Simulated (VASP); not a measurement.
# BAs (F-43m) in VASP: further runs, part 2 of 2

VASP 6.6.1. Earlier steps stand in the parts before.

### 5 Single point, r2SCAN

This run uses another cell than the first one, of 13.68 Å³/atom, 1.033 times its volume.

The input, POSCAR:

```
BAs
1.0
    0.0000000000      2.3919137488      2.3919137488
    2.3919137488      0.0000000000      2.3919137488
    2.3919137488      2.3919137488      0.0000000000
B As
1 1
Direct
    0.0000000000      0.0000000000      0.0000000000
    0.2500000000      0.2500000000      0.2500000000
```

The input, INCAR.step1:

```
SYSTEM = BAs
PREC = Accurate ; ENCUT = 520
ISMEAR = 0 ; SIGMA = 0.01
LREAL = .False. ; LASPH = .True.
NELM = 80 ; NBANDS = 11
GGA = PE ; ALGO = Normal
EDIFF = 1E-4 ; LWAVE = .True.
LCHARG = .False.
```

The input, INCAR.step2:

```
SYSTEM = BAs
PREC = Accurate ; ENCUT = 520
EDIFF = 1E-6 ; ISMEAR = 0
SIGMA = 0.01 ; LREAL = .False.
LASPH = .True. ; NELM = 80
ALGO = Normal ; ISIF = 2
LWAVE = .False. ; LCHARG = .True.
METAGGA = R2SCAN ; LMIXTAU = .True.
LELF = .True. ; LVHAR = .True.
NBANDS = 11 ; ISTART = 1
```

The input, KPOINTS:

```
regular mesh
0
Gamma
  8 8 8
  0 0 0
```

Potentials or basis: VASP PAW PBE potentials, release 64 (B, As).

Command:

```bash
cat potpaw_PBE.64/B/POTCAR potpaw_PBE.64/As/POTCAR > POTCAR
cp INCAR.step1 INCAR
mpirun -np 1 vasp_std > vasp.out
cp INCAR.step2 INCAR
mpirun -np 1 vasp_std > vasp.out
```

OUTCAR:

```text
SYSTEM = BAs
   PREC = Accurate
   ENCUT = 520
   EDIFF = 1E-6
   ISMEAR = 0
   LREAL = .False.
   LASPH = .True.
   NELM = 80
   ISIF = 2
   METAGGA = R2SCAN
   ISTART = 1

 ion  position               nearest neighbor table
   1  0.000  0.000  0.000-   2 2.07   2 2.07   2 2.07   2 2.07
   2  0.250  0.250  0.250-   1 2.07   1 2.07   1 2.07   1 2.07

  LATTYP: Found a face centered cubic cell.
 ALAT       =     4.7838274976

  Lattice vectors:

[... 522 lines left out ...]
 [... further k-points ...]

------------------------ aborting loop because EDIFF is reached ----------------------------------------

  FORCE on cell =-STRESS in cart. coord.  units (eV):
  Direction    XX          YY          ZZ          XY          YZ          ZX
  --------------------------------------------------------------------------------------
  -------------------------------------------------------------------------------------
  Total        0.0421543      0.0421543      0.0421543      0.0000000      0.0000000     -0.0000000
  in kB        2.4676647      2.4676647      2.4676647      0.0000000      0.0000000     -0.0000000
  external PRESSURE =       2.4676647 kB  Pullay stress =       0.0000000 kB

 VOLUME and BASIS-vectors are now :
 -----------------------------------------------------------------------------
  energy-cutoff  :      520.00
  volume of cell :       27.37
      direct lattice vectors                 reciprocal lattice vectors
     0.000000000  2.391913749  2.391913749    -0.209037638  0.209037638  0.209037638
     2.391913749  0.000000000  2.391913749     0.209037638 -0.209037638  0.209037638
     2.391913749  2.391913749  0.000000000     0.209037638  0.209037638 -0.209037638

 POSITION                                       TOTAL-FORCE (eV/Angst)
 -----------------------------------------------------------------------------------
      0.00000      0.00000      0.00000         0.000000      0.000000      0.000000
      1.19596      1.19596      1.19596        -0.000000     -0.000000     -0.000000
 -----------------------------------------------------------------------------------
    total drift:                               -0.000000     -0.000000     -0.000000

  FREE ENERGIE OF THE ION-ELECTRON SYSTEM (eV)
  ---------------------------------------------------
  free  energy   TOTEN  =       -22.2539941394 eV

  energy  without entropy=      -22.2539941394  energy(sigma->0) =      -22.25399414
```

OSZICAR.step1:

```text
N       E                     dE             d eps       ncg     rms          rms(c)
DAV:   1     0.114940342326E+02    0.11494E+02   -0.36025E+03   638   0.631E+02
DAV:   2    -0.113284061726E+02   -0.22822E+02   -0.21782E+02   868   0.103E+02
DAV:   3    -0.120364745476E+02   -0.70807E+00   -0.70644E+00   781   0.167E+01
DAV:   4    -0.120382635545E+02   -0.17890E-02   -0.17889E-02   711   0.943E-01
DAV:   5    -0.120382662088E+02   -0.26543E-05   -0.26544E-05   768   0.381E-02    0.490E+00
DAV:   6    -0.114713903909E+02    0.56688E+00   -0.15694E+00   677   0.508E+00    0.238E+00
DAV:   7    -0.114127882255E+02    0.58602E-01   -0.19014E-01   737   0.214E+00    0.981E-01
DAV:   8    -0.114060493021E+02    0.67389E-02   -0.20217E-02   701   0.808E-01    0.982E-02
DAV:   9    -0.114063541449E+02   -0.30484E-03   -0.77003E-04   737   0.160E-01    0.583E-02
DAV:  10    -0.114065108627E+02   -0.15672E-03   -0.19318E-04   670   0.847E-02    0.121E-02
DAV:  11    -0.114065167398E+02   -0.58771E-05   -0.51679E-06   355   0.155E-02
   1 F= -.11406517E+02 E0= -.11406517E+02  d E =-.216393E-15
```

It took 60 s on 1 thread of Intel Xeon Platinum 8259CL at 2.50GHz (Skylake/Cascade Lake), shared host; peak memory 0.16 GiB.

What came out:

```yaml
Free_energy: -22.2540 eV
Pressure: 0.2 GPa
Band_gap_on_the_k_mesh: 1.39 eV, indirect (least direct gap 3.44 eV)
```

Levels at points of the mesh, in eV from the valence-band top:
| k point | band 1 | band 2 | band 3 | band 4 | band 5 | band 6 | band 7 | band 8 | band 9 |
| --- | --- | --- | --- | --- | --- | --- | --- | --- | --- |
| (0.00, 0.00, 0.00) | -16.12 | 0.00 | 0.00 | 0.00 | 3.44 | 3.44 | 3.44 | 5.10 | 10.35 |
| (0.50, 0.00, 0.00) | -13.11 | -9.21 | -1.93 | -1.93 | 2.95 | 5.05 | 5.05 | 9.57 | 13.61 |
| (0.50, 0.50, 0.00) | -11.68 | -9.04 | -4.29 | -4.29 | 1.62 | 1.70 | 12.12 | 12.12 | 13.84 |

Caveat: the PAW data sets were made with another functional, which shifts forces and pressure a little. r2SCAN opens gaps a little over a GGA but as a rule still falls short of measured ones.

### 6 Relaxation of cell and atoms, LDA

This run uses another cell than the first one, of 13.63 Å³/atom, 1.029 times its volume.

The input, INCAR:

```
ALGO = Normal
EDIFF = 1E-6
EDIFFG = -0.02
ENCUT = 600
GGA = CA
IBRION = 2
ISIF = 3
ISMEAR = 0
LASPH = True
LCHARG = False
LREAL = False
LWAVE = False
NELM = 60
NSW = 50
PREC = Accurate
SIGMA = 0.01
```

The input, KPOINTS:

```
k-points
0
Gamma
  8 8 8
```

The input, POSCAR:

```
BAs
1.0
    0.0000000000      2.3885000000      2.3885000000
    2.3885000000      0.0000000000      2.3885000000
    2.3885000000      2.3885000000      0.0000000000
B As
1 1
Direct
    0.0000000000      0.0000000000      0.0000000000
    0.2500000000      0.2500000000      0.2500000000
```

Potentials or basis: VASP PAW LDA potentials, release 64 (B, As).

Command:

```bash
cat potpaw_LDA.64/B/POTCAR potpaw_LDA.64/As/POTCAR > POTCAR
mpirun -np 1 vasp_std > vasp.out
```

It took 21 s on 1 thread of Intel Xeon Platinum 8259CL at 2.50GHz (Skylake/Cascade Lake), shared host; peak memory 0.15 GiB.

It converged, with:

```
Free energy                            : -12.9253 eV
Relaxed volume                         : 13.33 Å³/atom
Relaxed cell                           : a = 3.353 Å, b = 3.353 Å, c = 3.353 Å, α = 60.00°, β = 60.00°, γ = 60.00°
Space group after relaxing (to 0.05 Å) : F-43m (No. 216)
Energy gained by relaxing              : 2.9 meV/atom
Ionic steps                            : 3
Pressure after relaxing                : 0.0 GPa
Band gap on the k mesh                 : 1.12 eV, indirect (least direct gap 3.28 eV)
```

The path:
```
step  energy change (eV)  largest force (eV/Å)  pressure (GPa)  volume (Å³)
   1              0.0000                0.0000           -3.09        27.25
   2             -0.0025                0.0000            2.51        26.23
   3             -0.0058                0.0000           -0.01        26.66
```

Final structure:
```xyz
2
Lattice="0.0000 2.3711 2.3711 2.3711 0.0000 2.3711 2.3711 2.3711 0.0000" Properties=species:S:1:pos:R:3 pbc="T T T"
B     0.0000    0.0000    0.0000
As    1.1856    1.1856    1.1856
```

Levels at points of the mesh, in eV from the valence-band top:
```
           k point  band 1  band 2  band 3  band 4  band 5  band 6  band 7  band 8
(0.00, 0.00, 0.00)  -15.58    0.00    0.00    0.00    3.28    3.28    3.28    4.97
(0.50, 0.00, 0.00)  -12.64   -8.92   -1.85   -1.85    2.82    4.78    4.78    8.74
(0.50, 0.50, 0.00)  -11.33   -8.55   -4.17   -4.17    1.32    1.39   11.44   11.44
```

A k mesh can miss the band edges. Zero-point motion and thermal expansion aren't in these numbers.

### 7 Summary

```csv
task,level,potentials or basis,cell,cutoff (eV),gap on the mesh (eV),pressure (GPa)
single point,LDA,"VASP PAW LDA potentials, release 64 (B, As)","a = 3.346 Å, angles 60.0°, 2 atoms",520,1.11,1.0
single point,revPBE+D3(BJ),"VASP PAW PBE potentials, release 64 (B, As)","a = 3.353 Å, angles 60.0°, 2 atoms",520,1.18,0.7
single point,PBE+D4,"VASP PAW PBE potentials, release 64 (B, As)","a = 3.364 Å, angles 60.0°, 2 atoms",520,1.18,0.7
single point,r2SCAN,"VASP PAW PBE potentials, release 64 (B, As)","a = 3.383 Å, angles 60.0°, 2 atoms",520,1.39,0.2
relaxation of cell and atoms,LDA,"VASP PAW LDA potentials, release 64 (B, As)","relaxed from a = 3.378 Å, angles 60.0°, 2 atoms",600,1.12,0.0
```

Alike in all rows: no spin polarisation; k mesh 8 × 8 × 8; smearing gaussian 0.01 eV.

Caveats: the PAW data sets were made with another functional, which shifts forces and pressure a little (some runs).

Total energies depend on the potentials used, so only differences within one code and one set of settings carry meaning.
